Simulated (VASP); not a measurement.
CaO (dq13): single point with LDA

CaO (dq13):

```xyz
2
Lattice="0.0000 2.3557 2.3557 2.3557 0.0000 2.3557 2.3557 2.3557 0.0000" Properties=species:S:1:pos:R:3 pbc="T T T"
Ca    0.0000    0.0000    0.0000
O     2.3557    2.3557    2.3557
```

```yaml
Program: VASP 6.6.1
Task: single point
Functional: LDA
Potentials_or_basis: VASP PAW LDA potentials, release 64 (Ca_sv, O)
Cutoff: 600 eV
k_mesh: 8 × 8 × 8
Occupations: gaussian, width 0.1 eV
Spin: no spin polarisation
```

* Pressure: 0.6 GPa
* Band gap on the k mesh: 3.42 eV, indirect (least direct gap 3.78 eV)

Levels at points of the mesh, in eV from the valence-band top:
| k point | band 4 | band 5 | band 6 | band 7 | band 8 | band 9 | band 10 | band 11 | band 12 | band 13 |
| --- | --- | --- | --- | --- | --- | --- | --- | --- | --- | --- |
| (0.00, 0.00, 0.00) | -17.83 | -15.33 | 0.00 | 0.00 | 0.00 | 5.06 | 6.24 | 6.24 | 6.24 | 7.92 |
| (0.50, 0.00, 0.00) | -17.89 | -13.80 | -2.86 | -1.36 | -1.36 | 7.23 | 8.63 | 8.63 | 8.77 | 10.94 |
| (0.50, 0.50, 0.00) | -18.12 | -15.08 | -1.27 | -0.36 | -0.36 | 3.42 | 8.47 | 9.22 | 9.95 | 9.95 |

Run time: 23 s on 1 thread of Intel Xeon 8259CL, with other jobs on the host, peak memory 0.15 GiB.

A k mesh can miss the band edges. LDA gaps usually lie below the measured ones, often by a third to a half.
